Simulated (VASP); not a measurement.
Write the native input for VASP 6.6.1 that does the following.

* Task: single point
* Functional: PBE
* Potentials or basis: VASP PAW PBE potentials, release 64 (Ni)
* Cutoff: 520 eV
* k mesh: 19 × 19 × 19
* Occupations: fermi-dirac, width 0.05 eV
* Spin: collinear spin, ferromagnetic start
* Starting moments: [1.0] μB
* Dipole correction: no
* k mesh for the DOS: 29 × 29 × 29
* Occupations for the DOS: tetrahedron
* Further INCAR settings: ALGO = Normal; EDIFF = 1e-06

Ni:

```
Ni
1.0
    -1.03171    1.03171    1.03171
     1.03171   -1.03171    1.03171
     1.03171    1.03171   -1.03171
Ni
1
Direct
  0.00000 0.00000 0.00000
```

This isn't the form of Ni at room conditions, which is fcc.

One way to write it, as run:

POSCAR

```
Ni
1.0
   -1.0317084447      1.0317084447      1.0317084447
    1.0317084447     -1.0317084447      1.0317084447
    1.0317084447      1.0317084447     -1.0317084447
Ni
1
Direct
    0.0000000000      0.0000000000      0.0000000000
```

INCAR.step1

```
SYSTEM = Ni
PREC = Accurate
ENCUT = 520
EDIFF = 1E-6
ISMEAR = -1
SIGMA = 0.05
LREAL = .False.
LASPH = .True.
NELM = 150
ALGO = Normal
ISIF = 2
LWAVE = .False.
LCHARG = .True.
ISPIN = 2
MAGMOM = 1
LMAXMIX = 4
GGA = PE
NBANDS = 15
```

KPOINTS.step1

```
regular mesh
0
Gamma
  19 19 19
  0 0 0
```

INCAR.step2

```
SYSTEM = Ni
PREC = Accurate
ENCUT = 520
EDIFF = 1E-6
ISMEAR = -5
SIGMA = 0.05
LREAL = .False.
LASPH = .True.
NELM = 150
ALGO = Normal
ISIF = 2
LWAVE = .False.
LCHARG = .False.
ISPIN = 2
MAGMOM = 1
LORBIT = 11
LMAXMIX = 4
GGA = PE
NEDOS = 1001
ICHARG = 11
```

KPOINTS.step2

```
regular mesh
0
Gamma
  29 29 29
  0 0 0
```

Potentials or basis: VASP PAW PBE potentials, release 64 (Ni).

Command:

```sh
$ cat potpaw_PBE.64/Ni/POTCAR > POTCAR
$ cp INCAR.step1 INCAR
$ cp KPOINTS.step1 KPOINTS
$ mpirun -np 1 vasp_std > vasp.out
$ cp INCAR.step2 INCAR
$ cp KPOINTS.step2 KPOINTS
$ mpirun -np 1 vasp_std > vasp.out
```

It gave:

The net moment is 0.00 μB per cell.

It took 100 s on 1 thread of Intel Xeon 8259CL, with other jobs on the host, peak memory 0.26 GiB.
